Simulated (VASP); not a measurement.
# MgS (Fm-3m) in VASP: single point with PBE

Aim: the single point of MgS with PBE.

Program: VASP 6.6.1. These are calculated values, not measurements. Logs are shortened: lines on timing, memory, paths and dates and some standing lists are left out, and cuts for length are marked.

## Step 1: The cell of the first run

Symmetry: Fm-3m, No. 225, cubic system. Conventional cell: a = 5.230 Å, b = 5.230 Å, c = 5.230 Å, α = 90.00°, β = 90.00°, γ = 90.00°. Within 3.4 Å of Mg (site symmetry m-3m) lie 6 S at 2.61 Å. Within 3.4 Å of S (site symmetry m-3m) lie 6 Mg at 2.61 Å.

## Step 2: Single point, PBE

INCAR reads:

```
SYSTEM = MgS
ALGO     = Normal         ! electronic algorithm
EDIFF    = 1E-6           ! SCF threshold, eV
ENCUT    = 600            ! plane-wave cutoff, eV
GGA      = PE             ! functional
GGA_COMPAT= .False.      
ISIF     = 2              ! what is computed and relaxed
ISMEAR   = 0              ! smearing method
LASPH    = .True.         ! aspherical terms in the spheres
LCHARG   = .False.        ! write CHGCAR
LREAL    = .False.        ! projectors in reciprocal space
LWAVE    = .False.        ! write WAVECAR
NBANDS   = 11             ! bands
NELM     = 120            ! most SCF steps
PREC     = Accurate       ! precision mode
SIGMA    = 0.01           ! smearing width, eV
```

KPOINTS reads:

```
k-points
0
Gamma
  4 4 4
  0 0 0
```

POSCAR reads:

```
MgS
1.0
    0.0000000000      2.6147886073      2.6147886073
    2.6147886073      0.0000000000      2.6147886073
    2.6147886073      2.6147886073      0.0000000000
Mg S
1 1
Direct
    0.0000000000      0.0000000000      0.0000000000
    0.5000000000      0.5000000000      0.5000000000
```

Potentials or basis: VASP PAW PBE potentials, release 64 (Mg, S).

Run with:

```console
cat potpaw_PBE.64/Mg/POTCAR potpaw_PBE.64/S/POTCAR > POTCAR
mpirun -np 1 vasp_std > vasp.out
```

OUTCAR:

```text
SYSTEM = MgS
   EDIFF = 1E-6
   ENCUT = 600
   GGA = PE
   ISIF = 2
   ISMEAR = 0
   LASPH = .True.
   LREAL = .False.
   NELM = 120
   PREC = Accurate

 ion  position               nearest neighbor table
   1  0.000  0.000  0.000-   2 2.61   2 2.61   2 2.61   2 2.61   2 2.61   2 2.61
   2  0.500  0.500  0.500-   1 2.61   1 2.61   1 2.61   1 2.61   1 2.61   1 2.61

  LATTYP: Found a face centered cubic cell.
 ALAT       =     5.2295772146

  Lattice vectors:

 A1 = (   0.0000000000,   2.6147886073,   2.6147886073)
 A2 = (   2.6147886073,   0.0000000000,   2.6147886073)
 A3 = (   2.6147886073,   2.6147886073,   0.0000000000)

Analysis of symmetry for initial positions (statically):
=====================================================================
 Subroutine PRICEL returns:
 Original cell was already a primitive cell.

 Routine SETGRP: Setting up the symmetry group for a
 face centered cubic supercell.

 Subroutine GETGRP returns: Found 48 space group operations
 (whereof 48 operations were pure point group operations)
 out of a pool of 48 trial point group operations.

The static configuration has the point symmetry O_h .

Analysis of symmetry for dynamics (positions and initial velocities):
=====================================================================
 Subroutine PRICEL returns:
 Original cell was already a primitive cell.

 Routine SETGRP: Setting up the symmetry group for a
 face centered cubic supercell.

 Subroutine GETGRP returns: Found 48 space group operations
 (whereof 48 operations were pure point group operations)
 out of a pool of 48 trial point group operations.

The dynamic configuration has the point symmetry O_h .

 Subroutine INISYM returns: Found 48 space group operations
 (whereof 48 operations are pure point group operations),
 and found     1 'primitive' translations

----------------------------------------------------------------------------------------

                                     Primitive cell

  volume of cell :      35.7552

  direct lattice vectors                    reciprocal lattice vectors
     0.000000000  2.614788607  2.614788607    -0.191220047  0.191220047  0.191220047
     2.614788607  0.000000000  2.614788607     0.191220047 -0.191220047  0.191220047
     2.614788607  2.614788607  0.000000000     0.191220047  0.191220047 -0.191220047

  length of vectors
     3.697869511  3.697869511  3.697869511     0.331202837  0.331202837  0.331202837

  position of ions in fractional coordinates (direct lattice)
     0.000000000  0.000000000  0.000000000
     0.500000000  0.500000000  0.500000000

  ion indices of the primitive-cell ions
   primitive index   ion index
                 1           1
                 2           2

----------------------------------------------------------------------------------------

 KPOINTS: k-points

Automatic generation of k-mesh.
 Grid dimensions read from file:
 generate k-points for:    4    4    4

 Generating k-lattice:

  Cartesian coordinates                     Fractional coordinates (reciprocal lattice)
    -0.047805012  0.047805012  0.047805012     0.250000000  0.000000000  0.000000000
     0.047805012 -0.047805012  0.047805012     0.000000000  0.250000000  0.000000000
     0.047805012  0.047805012 -0.047805012     0.000000000  0.000000000  0.250000000

  Length of vectors
     0.082800709  0.082800709  0.082800709

  Shift w.r.t. Gamma in fractional coordinates (k-lattice)
     0.000000000  0.000000000  0.000000000

 Subroutine IBZKPT returns following result:
 ===========================================

 Found      8 irreducible k-points:

 Following reciprocal coordinates:
            Coordinates               Weight
  0.000000  0.000000  0.000000      1.000000
  0.250000  0.000000  0.000000      8.000000
  0.500000  0.000000  0.000000      4.000000
  0.250000  0.250000  0.000000      6.000000
  0.500000  0.250000  0.000000     24.000000
 -0.250000  0.250000  0.000000     12.000000
  0.500000  0.500000  0.000000      3.000000
 -0.250000  0.500000  0.250000      6.000000
   k-points           NKPTS =      8   k-points in BZ     NKDIM =      8   number of bands    NBANDS=     11
   number of dos      NEDOS =    301   number of ions     NIONS =      2
   total plane-waves  NPLWV =  27000
   dimension x,y,z NGX =    30 NGY =   30 NGZ =   30
   dimension x,y,z NGXF=    60 NGYF=   60 NGZF=   60
   ions per type =               1   1
   NGX,Y,Z   is equivalent  to a cutoff of  13.49, 13.49, 13.49 a.u.
   NGXF,Y,Z  is equivalent  to a cutoff of  26.97, 26.97, 26.97 a.u.
 SYSTEM =  MgS
   PREC   = accura    normal or accurate (medium, high low for compatibility)
   ISTART =      0    job   : 0-new  1-cont  2-samecut
   ICHARG =      2    charge: 1-file 2-atom 10-const
   ISPIN  =      1    spin polarized calculation?
   LNONCOLLINEAR =      F non collinear calculations
   LSORBIT =      F    spin-orbit coupling
   LASPH  =      T    aspherical Exc in radial PAW
   ENCUT  =  600.0 eV  44.10 Ry    6.64 a.u.   7.39  7.39  7.39*2*pi/ulx,y,z
   NELM   =    120;   NELMIN=  2; NELMDL= -5     # of ELM steps
   EDIFF  = 0.1E-05   stopping-criterion for ELM
   LREAL  =      F    real-space projection
   EDIFFG = 0.1E-04   stopping-criterion for IOM
   NSW    =      0    number of steps for IOM
   IBRION =     -1    ionic relax: 0-MD 1-quasi-New 2-CG
   NFREE  =      0    steps in history (QN), initial steepest desc. (CG)
   ISIF   =      2    stress and relaxation
   ISYM   =      2    0-nonsym 1-usesym 2-fastsym
   POTIM  = 0.5000    time-step for ionic-motion
   TEBEG  =    0.0;   TEEND  =   0.0 temperature during run
   PSTRESS=    0.0 pullay stress
   NELECT =       8.0000    total number of electrons
   NUPDOWN=      -1.0000    fix difference up-down
   EMIN   =  10.00;   EMAX   =-10.00  energy-range for DOS
   EFERMI =   0.00;   METHOD = LEGACY
   ISMEAR =     0;   SIGMA  =   0.01  broadening in eV -4-tet -1-fermi 0-gaus
   EFERMI_NEDOS =   21; number of points for ismear=-14 and -15
   IALGO  =     38    algorithm
   IMIX   =      4    mixing-type and parameters
     AMIX     =   0.40;   BMIX     =  1.00
     AMIX_MAG =   1.60;   BMIX_MAG =  1.00
  volume/ion in A,a.u.               =      17.88       120.64
  Fermi-wavevector in a.u.,A,eV,Ry     =   0.993859  1.878122 13.439241  0.987756
  Thomas-Fermi vector in A             =   2.125770
   LORBIT       =      0    0 simple, 1 ext, 2 COOP (PROOUT), +10 PAW based schemes
   GGA     = PE    functional components
   LHFCALC =     F    Hartree Fock is set to
   AEXX    =    0.0000 exact exchange contribution
   IVDW    =     0    specifies the selected vdW correction
   LEPSILON=     F    determine dielectric tensor
   LRPA    =     F    only Hartree local field effects (RPA)
 non-spin polarized calculation
 Gauss-broadening in eV      SIGMA  =   0.01
  energy-cutoff  :      600.00
  volume of cell :       35.76
 maximum number of plane-waves:      1243
 NGX is ok and might be reduce to    30
   NGX = 15   NGY = 15   NGZ = 15

 number of electron       7.9999999 magnetization

 Free energy of the ion-electron system (eV)
  ---------------------------------------------------
  ext. energy  EPLUGINS =         0.00000000
  ---------------------------------------------------
  free energy    TOTEN  =        -8.45660504 eV

  energy without entropy =       -8.45660504  energy(sigma->0) =       -8.45660504

 E-fermi :   3.6770     XC(G=0):  -9.6179

 val. band max:        3.6197001058   @ k =   0.0000   0.0000   0.0000
 cond. band min:       6.3370750623   @ k =   0.5000   0.5000   0.0000
 fundamental gap:      2.7173749565
 Fermi energy:         3.6770481375

 k-point     1 :       0.0000    0.0000    0.0000
  band No.  band energies     occupation
      1      -8.9630      2.00000
      2       3.6197      2.00000
      3       3.6197      2.00000
      4       3.6197      2.00000
      5       7.2001      0.00000
      6      11.5646      0.00000
      7      11.5646      0.00000
      8      11.5646      0.00000
      9      13.9342      0.00000
     10      13.9342      0.00000
     11      16.1046      0.00000

 k-point     2 :       0.2500    0.0000    0.0000
  band No.  band energies     occupation
      1      -8.4162      2.00000
      2       0.8427      2.00000
      3       3.3074      2.00000
      4       3.3074      2.00000
      5       8.5079      0.00000
      6      11.4019      0.00000
      7      11.4019      0.00000
      8      11.8292      0.00000
      9      13.8652      0.00000
     10      13.8652      0.00000
     11      15.3815      0.00000

 k-point     3 :       0.5000    0.0000    0.0000
  band No.  band energies     occupation
      1      -7.6912      2.00000
      2      -1.1424      2.00000
      3       3.0462      2.00000
      4       3.0462      2.00000
      5       8.1308      0.00000
      6      10.4866      0.00000
      7      10.4866      0.00000
      8      13.5496      0.00000
      9      15.6786      0.00000
     10      17.9355      0.00000
     11      17.9355      0.00000

 k-point     4 :       0.2500    0.2500    0.0000
  band No.  band energies     occupation
      1      -8.2445      2.00000
      2       1.0966      2.00000
      3       2.6684      2.00000
      4       2.6684      2.00000
      5       8.5418      0.00000
      6       9.2622      0.00000
      7      11.7284      0.00000
      8      13.7484      0.00000
      9      13.7484      0.00000
     10      14.9159      0.00000
     11      18.8154      0.00000

 k-point     5 :       0.5000    0.2500    0.0000
  band No.  band energies     occupation
      1      -7.5306      2.00000
      2      -0.3623      2.00000
      3       1.4543      2.00000
      4       2.4395      2.00000
      5       7.9798      0.00000
      6      10.3243      0.00000
      7      12.3523      0.00000
      8      12.5318      0.00000
      9      16.0998      0.00000
     10      18.1268      0.00000
     11      19.0710      0.00000

 k-point     6 :      -0.2500    0.2500    0.0000
  band No.  band energies     occupation
      1      -7.7622      2.00000
      2      -0.0307      2.00000
      3       1.3327      2.00000
      4       3.0070      2.00000
      5       9.2590      0.00000
      6      11.0790      0.00000
      7      11.4698      0.00000
      8      11.5167      0.00000
      9      14.1233      0.00000
     10      17.7098      0.00000
     11      18.6915      0.00000

 k-point     7 :       0.5000    0.5000    0.0000
  band No.  band energies     occupation
      1      -7.3304      2.00000
      2      -0.5049      2.00000
      3       1.9658      2.00000
      4       1.9658      2.00000
      5       6.3371      0.00000
      6       8.0419      0.00000
      7      15.4727      0.00000
      8      16.3797      0.00000
      9      16.8202      0.00000
     10      16.8202      0.00000
     11      19.3832      0.00000

 k-point     8 :      -0.2500    0.5000    0.2500
  band No.  band energies     occupation
      1      -7.2872      2.00000
      2       0.4478      2.00000
      3       0.4478      2.00000
      4       1.2942      2.00000
      5       8.7910      0.00000
      6      11.5436      0.00000
      7      11.5436      0.00000
      8      11.6074      0.00000
      9      17.7944      0.00000
     10      17.7944      0.00000
     11      19.1881      0.00000

------------------------ aborting loop because EDIFF is reached ----------------------------------------

  FORCE on cell =-STRESS in cart. coord.  units (eV):
  Direction    XX          YY          ZZ          XY          YZ          ZX
  --------------------------------------------------------------------------------------
  -------------------------------------------------------------------------------------
  Total        0.0200944      0.0200944      0.0200944     -0.0000000     -0.0000000     -0.0000000
  in kB        0.9004206      0.9004206      0.9004206     -0.0000000     -0.0000000     -0.0000000
  external PRESSURE =       0.9004206 kB  Pullay stress =       0.0000000 kB

 VOLUME and BASIS-vectors are now :
 -----------------------------------------------------------------------------
  energy-cutoff  :      600.00
  volume of cell :       35.76
      direct lattice vectors                 reciprocal lattice vectors
     0.000000000  2.614788607  2.614788607    -0.191220047  0.191220047  0.191220047
     2.614788607  0.000000000  2.614788607     0.191220047 -0.191220047  0.191220047
     2.614788607  2.614788607  0.000000000     0.191220047  0.191220047 -0.191220047

 POSITION                                       TOTAL-FORCE (eV/Angst)
 -----------------------------------------------------------------------------------
      0.00000      0.00000      0.00000         0.000000     -0.000000     -0.000000
      2.61479      2.61479      2.61479        -0.000000      0.000000      0.000000
 -----------------------------------------------------------------------------------
    total drift:                               -0.000000     -0.000000      0.000000

  FREE ENERGIE OF THE ION-ELECTRON SYSTEM (eV)
  ---------------------------------------------------
  free  energy   TOTEN  =        -8.4566050366 eV

  energy  without entropy=       -8.4566050366  energy(sigma->0) =       -8.45660504
```

It took 3.3 s on 1 thread of Intel Xeon 6975P-C (Granite Rapids), shared host; peak memory 0.16 GiB.

What came out:

* Free energy: -8.4566 eV
* Pressure: 0.1 GPa
* Band gap on the k mesh: 2.72 eV (least direct gap 3.58 eV)

Caveat: the k points lie up to 0.52 Å⁻¹ apart. A k mesh can miss the band edges.
